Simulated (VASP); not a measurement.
# K3Ge (Fm-3m) in VASP: single point with LDA

Aim: the single point of K3Ge with LDA.

Everything below comes from runs of VASP 6.6.1. Logs are shortened: lines on timing, memory, paths and dates and some standing lists are left out, and cuts for length are marked.

**1. The cell of the first run**

It takes space group Fm-3m (No. 225, cubic). The conventional cell has a = 8.622 Å, b = 8.622 Å, c = 8.622 Å, α = 90.00°, β = 90.00°, γ = 90.00°. K (site symmetry -43m) has 10 K at 3.73 to 4.31 Å and 4 Ge at 3.73 Å within 4.9 Å. Within 4.9 Å of K (site symmetry m-3m) lie 8 K at 3.73 Å and 6 Ge at 4.31 Å. Ge (site symmetry m-3m) has 14 K at 3.73 to 4.31 Å within 4.9 Å.

**2. Single point, LDA**

Contents of INCAR:

```
SYSTEM = K3Ge
  ALGO = Normal
  EDIFF = 1E-7
  ENCUT = 520
  GGA = CA
  ISIF = 2
  ISMEAR = -1
  LASPH = .TRUE.
  LCHARG = .FALSE.
  LREAL = .FALSE.
  LWAVE = .FALSE.
  NBANDS = 28
  NELM = 100
  PREC = Accurate
  SIGMA = 0.1
```

Contents of KPOINTS:

```
k-points
0
G
  5 5 5
  0 0 0
```

Contents of POSCAR:

```
K3Ge
1.0
    0.0000000000      4.3110110000      4.3110110000
    4.3110110000      0.0000000000      4.3110110000
    4.3110110000      4.3110110000      0.0000000000
K Ge
3 1
Direct
    0.2500000000      0.2500000000      0.2500000000
    0.7500000000      0.7500000000      0.7500000000
    0.5000000000      0.5000000000      0.5000000000
    0.0000000000      0.0000000000      0.0000000000
```

Potentials or basis: VASP PAW LDA potentials, release 64 (K_sv, Ge_d).

On the command line:

```sh
$ cat potpaw_LDA.64/K_sv/POTCAR potpaw_LDA.64/Ge_d/POTCAR > POTCAR
$ mpirun -np 1 vasp_std > vasp.out
```

OUTCAR:

```text
SYSTEM = K3Ge
   EDIFF = 1E-7
   ENCUT = 520
   GGA = CA
   ISIF = 2
   ISMEAR = -1
   LASPH = .TRUE.
   LREAL = .FALSE.
   NELM = 100
   PREC = Accurate

 ion  position               nearest neighbor table
   1  0.250  0.250  0.250-   3 3.73   3 3.73   3 3.73   3 3.73
   2  0.750  0.750  0.750-   3 3.73   3 3.73   3 3.73   3 3.73
   3  0.500  0.500  0.500-   1 3.73   1 3.73   1 3.73   2 3.73   2 3.73   2 3.73   2 3.73   1 3.73

   4  0.000  0.000  0.000-

  LATTYP: Found a face centered cubic cell.
 ALAT       =     8.6220220000

  Lattice vectors:

 A1 = (   0.0000000000,   4.3110110000,   4.3110110000)
 A2 = (   4.3110110000,   0.0000000000,   4.3110110000)
 A3 = (   4.3110110000,   4.3110110000,   0.0000000000)

Analysis of symmetry for initial positions (statically):
=====================================================================
 Subroutine PRICEL returns:
 Original cell was already a primitive cell.

 Routine SETGRP: Setting up the symmetry group for a
 face centered cubic supercell.

 Subroutine GETGRP returns: Found 48 space group operations
 (whereof 48 operations were pure point group operations)
 out of a pool of 48 trial point group operations.

The static configuration has the point symmetry O_h .

Analysis of symmetry for dynamics (positions and initial velocities):
=====================================================================
 Subroutine PRICEL returns:
 Original cell was already a primitive cell.

 Routine SETGRP: Setting up the symmetry group for a
 face centered cubic supercell.

 Subroutine GETGRP returns: Found 48 space group operations
 (whereof 48 operations were pure point group operations)
 out of a pool of 48 trial point group operations.

The dynamic configuration has the point symmetry O_h .

 Subroutine INISYM returns: Found 48 space group operations
 (whereof 48 operations are pure point group operations),
 and found     1 'primitive' translations

----------------------------------------------------------------------------------------

                                     Primitive cell

  volume of cell :     160.2387

  direct lattice vectors                    reciprocal lattice vectors
     0.000000000  4.311011000  4.311011000    -0.115982075  0.115982075  0.115982075
     4.311011000  0.000000000  4.311011000     0.115982075 -0.115982075  0.115982075
     4.311011000  4.311011000  0.000000000     0.115982075  0.115982075 -0.115982075

  length of vectors
     6.096690224  6.096690224  6.096690224     0.200886846  0.200886846  0.200886846

  position of ions in fractional coordinates (direct lattice)
     0.250000000  0.250000000  0.250000000
     0.750000000  0.750000000  0.750000000
     0.500000000  0.500000000  0.500000000
     0.000000000  0.000000000  0.000000000

  ion indices of the primitive-cell ions
   primitive index   ion index
                 1           1
                 2           2
                 3           3
                 4           4

----------------------------------------------------------------------------------------

 KPOINTS: k-points

Automatic generation of k-mesh.
 Grid dimensions read from file:
 generate k-points for:    5    5    5

 Generating k-lattice:

  Cartesian coordinates                     Fractional coordinates (reciprocal lattice)
    -0.023196415  0.023196415  0.023196415     0.200000000  0.000000000  0.000000000
     0.023196415 -0.023196415  0.023196415     0.000000000  0.200000000  0.000000000
     0.023196415  0.023196415 -0.023196415     0.000000000  0.000000000  0.200000000

  Length of vectors
     0.040177369  0.040177369  0.040177369

  Shift w.r.t. Gamma in fractional coordinates (k-lattice)
     0.000000000  0.000000000  0.000000000

 Subroutine IBZKPT returns following result:
 ===========================================

 Found     10 irreducible k-points:

 Following reciprocal coordinates:
            Coordinates               Weight
  0.000000  0.000000  0.000000      1.000000
  0.200000  0.000000  0.000000      8.000000
  0.400000  0.000000  0.000000      8.000000
  0.200000  0.200000  0.000000      6.000000
  0.400000  0.200000  0.000000     24.000000
 -0.400000  0.200000  0.000000     24.000000
 -0.200000  0.200000  0.000000     12.000000
  0.400000  0.400000  0.000000      6.000000
 -0.400000  0.400000  0.000000     12.000000
 -0.400000  0.400000  0.200000     24.000000
   k-points           NKPTS =     10   k-points in BZ     NKDIM =     10   number of bands    NBANDS=     28
   number of dos      NEDOS =    301   number of ions     NIONS =      4
   total plane-waves  NPLWV = 110592
   dimension x,y,z NGX =    48 NGY =   48 NGZ =   48
   dimension x,y,z NGXF=    96 NGYF=   96 NGZF=   96
   ions per type =               3   1
   NGX,Y,Z   is equivalent  to a cutoff of  13.09, 13.09, 13.09 a.u.
   NGXF,Y,Z  is equivalent  to a cutoff of  26.18, 26.18, 26.18 a.u.
 SYSTEM =  K3Ge
   PREC   = accura    normal or accurate (medium, high low for compatibility)
   ISTART =      0    job   : 0-new  1-cont  2-samecut
   ICHARG =      2    charge: 1-file 2-atom 10-const
   ISPIN  =      1    spin polarized calculation?
   LNONCOLLINEAR =      F non collinear calculations
   LSORBIT =      F    spin-orbit coupling
   LASPH  =      T    aspherical Exc in radial PAW
   ENCUT  =  520.0 eV  38.22 Ry    6.18 a.u.  11.34 11.34 11.34*2*pi/ulx,y,z
   NELM   =    100;   NELMIN=  2; NELMDL= -5     # of ELM steps
   EDIFF  = 0.1E-06   stopping-criterion for ELM
   LREAL  =      F    real-space projection
   EDIFFG = 0.1E-05   stopping-criterion for IOM
   NSW    =      0    number of steps for IOM
   IBRION =     -1    ionic relax: 0-MD 1-quasi-New 2-CG
   NFREE  =      0    steps in history (QN), initial steepest desc. (CG)
   ISIF   =      2    stress and relaxation
   ISYM   =      2    0-nonsym 1-usesym 2-fastsym
   POTIM  = 0.5000    time-step for ionic-motion
   TEBEG  =    0.0;   TEEND  =   0.0 temperature during run
   PSTRESS=    0.0 pullay stress
   NELECT =      41.0000    total number of electrons
   NUPDOWN=      -1.0000    fix difference up-down
   EMIN   =  10.00;   EMAX   =-10.00  energy-range for DOS
   EFERMI =   0.00;   METHOD = LEGACY
   ISMEAR =    -1;   SIGMA  =   0.10  broadening in eV -4-tet -1-fermi 0-gaus
   EFERMI_NEDOS =   21; number of points for ismear=-14 and -15
   IALGO  =     38    algorithm
   IMIX   =      4    mixing-type and parameters
     AMIX     =   0.40;   BMIX     =  1.00
     AMIX_MAG =   1.60;   BMIX_MAG =  1.00
  volume/ion in A,a.u.               =      40.06       270.34
  Fermi-wavevector in a.u.,A,eV,Ry     =   1.039315  1.964020 14.696668  1.080175
  Thomas-Fermi vector in A             =   2.173839
   LORBIT       =      0    0 simple, 1 ext, 2 COOP (PROOUT), +10 PAW based schemes
   GGA     = CA    functional components
   LHFCALC =     F    Hartree Fock is set to
   AEXX    =    0.0000 exact exchange contribution
   IVDW    =     0    specifies the selected vdW correction
   LEPSILON=     F    determine dielectric tensor
   LRPA    =     F    only Hartree local field effects (RPA)
 non-spin polarized calculation
  energy-cutoff  :      520.00
  volume of cell :      160.24
 maximum number of plane-waves:      4339
 NGX is ok and might be reduce to    48
   NGX = 23   NGY = 23   NGZ = 23

 number of electron      41.0000012 magnetization

 Free energy of the ion-electron system (eV)
  ---------------------------------------------------
  ext. energy  EPLUGINS =         0.00000000
  ---------------------------------------------------
  free energy    TOTEN  =        -8.28579182 eV

  energy without entropy =       -8.10653289  energy(sigma->0) =       -8.19616235

 E-fermi :   0.6709     XC(G=0):  -7.7340

 val. band max:        0.6417173893   @ k =   0.4000   0.2000   0.0000
 cond. band min:       0.6835080933   @ k =   0.2000   0.0000   0.0000
 fundamental gap:      0.0417907040
 Fermi energy:         0.6708507799

 k-point     1 :       0.0000    0.0000    0.0000
  band No.  band energies     occupation
      1     -30.8982      2.00000
      2     -30.1227      2.00000
      3     -30.1103      2.00000
      4     -23.1105      2.00000
      5     -23.1105      2.00000
      6     -23.1105      2.00000
[... 20 lines left out ...]
     27       3.7420      0.00000
     28       5.4147      0.00000

 k-point     2 :       0.2000    0.0000    0.0000
  band No.  band energies     occupation
      1     -30.8978      2.00000
      2     -30.1218      2.00000
      3     -30.1117      2.00000
      4     -23.1105      2.00000
      5     -23.1105      2.00000
      6     -23.1105      2.00000
[... 20 lines left out ...]
     27       3.8396      0.00000
     28       4.6884      0.00000

 k-point     3 :       0.4000    0.0000    0.0000
  band No.  band energies     occupation
      1     -30.8971      2.00000
      2     -30.1191      2.00000
      3     -30.1151      2.00000
      4     -23.1105      2.00000
      5     -23.1105      2.00000
      6     -23.1104      2.00000
[... 20 lines left out ...]
     27       4.1018      0.00000
     28       4.3220      0.00000

 k-point     4 :       0.2000    0.2000    0.0000
  band No.  band energies     occupation
      1     -30.8976      2.00000
      2     -30.1217      2.00000
      3     -30.1119      2.00000
      4     -23.1105      2.00000
      5     -23.1105      2.00000
      6     -23.1105      2.00000
[... 144 lines left out ...]
     27       4.6101      0.00000
     28       5.0568      0.00000

 k-point     9 :      -0.4000    0.4000    0.0000
  band No.  band energies     occupation
      1     -30.8966      2.00000
      2     -30.1189      2.00000
      3     -30.1159      2.00000
      4     -23.1105      2.00000
      5     -23.1104      2.00000
      6     -23.1104      2.00000
[... 20 lines left out ...]
     27       4.7513      0.00000
     28       4.8353      0.00000

 k-point    10 :      -0.4000    0.4000    0.2000
  band No.  band energies     occupation
      1     -30.8966      2.00000
      2     -30.1185      2.00000
      3     -30.1162      2.00000
      4     -23.1105      2.00000
      5     -23.1104      2.00000
      6     -23.1104      2.00000
[... 20 lines left out ...]
     27       4.5548      0.00000
     28       4.8588      0.00000

------------------------ aborting loop because EDIFF is reached ----------------------------------------

  FORCE on cell =-STRESS in cart. coord.  units (eV):
  Direction    XX          YY          ZZ          XY          YZ          ZX
  --------------------------------------------------------------------------------------
  -------------------------------------------------------------------------------------
  Total       -1.4080363     -1.4080363     -1.4080363      0.0000000     -0.0000000      0.0000000
  in kB      -14.0785213    -14.0785213    -14.0785213      0.0000000     -0.0000000      0.0000000
  external PRESSURE =     -14.0785213 kB  Pullay stress =       0.0000000 kB

 VOLUME and BASIS-vectors are now :
 -----------------------------------------------------------------------------
  energy-cutoff  :      520.00
  volume of cell :      160.24
      direct lattice vectors                 reciprocal lattice vectors
     0.000000000  4.311011000  4.311011000    -0.115982075  0.115982075  0.115982075
     4.311011000  0.000000000  4.311011000     0.115982075 -0.115982075  0.115982075
     4.311011000  4.311011000  0.000000000     0.115982075  0.115982075 -0.115982075

 POSITION                                       TOTAL-FORCE (eV/Angst)
 -----------------------------------------------------------------------------------
      2.15551      2.15551      2.15551         0.000000      0.000000      0.000000
      6.46652      6.46652      6.46652        -0.000000     -0.000000     -0.000000
      4.31101      4.31101      4.31101        -0.000000      0.000000      0.000000
      0.00000      0.00000      0.00000        -0.000000      0.000000      0.000000
 -----------------------------------------------------------------------------------
    total drift:                               -0.000000     -0.000000     -0.000000

  FREE ENERGIE OF THE ION-ELECTRON SYSTEM (eV)
  ---------------------------------------------------
  free  energy   TOTEN  =        -8.2857918174 eV

  energy  without entropy=       -8.1065328920  energy(sigma->0) =       -8.19616235
```

Run time: 88 s. Hardware: 1 thread of AMD EPYC 7R13 (Zen 3), shared host; peak memory 0.23 GiB.

What came out:

```
Free energy : -8.2858 eV
Pressure    : -1.4 GPa
```
